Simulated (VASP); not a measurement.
Set up this calculation in VASP 6.6.1, as the native input.

* Task: single point
* Functional: PBE
* Potentials or basis: VASP PAW PBE potentials, release 64 (Pb_d)
* Cutoff: 520 eV
* k mesh: 11 × 11 × 11
* Occupations: fermi-dirac, width 0.1 eV
* Spin: no spin polarisation
* Dipole correction: no
* Further INCAR settings: ALGO = Normal; EDIFF = 1e-07; NBANDS = 13

The structure of Pb lies in POSCAR:

```
Pb
1.0
    0.0000000000      2.5175937382      2.5175937382
    2.5175937382      0.0000000000      2.5175937382
    2.5175937382      2.5175937382      0.0000000000
Pb
1
Direct
    0.0000000000      0.0000000000      0.0000000000
```

These files were run (other wordings do the same):

INCAR

```
ALGO = Normal
EDIFF = 1E-7
ENCUT = 520
GGA = PE
ISIF = 2
ISMEAR = -1
LASPH = T
LCHARG = F
LREAL = F
LWAVE = F
NBANDS = 13
NELM = 60
PREC = Accurate
SIGMA = 0.1
```

KPOINTS

```
k-points
0
Gamma
  11 11 11
```

Potentials or basis: VASP PAW PBE potentials, release 64 (Pb_d).

The run is started by

```bash
$ cat potpaw_PBE.64/Pb_d/POTCAR > POTCAR
$ mpirun -np 1 vasp_std > vasp.out
```

Results of the run:

```json
{"Pressure": "-0.1 GPa", "Band gap on the k mesh": "zero (band 7 reaches 13.74 eV, above the bottom of band 8 at 5.37 eV)"}
```

Caveat: spin-orbit coupling is left out, which moves the levels of the heavy elements.

It took 28 s on 1 thread of Intel(R) Xeon(R) Platinum 8488C (Sapphire Rapids), with other jobs on the host, peak memory 0.16 GiB.
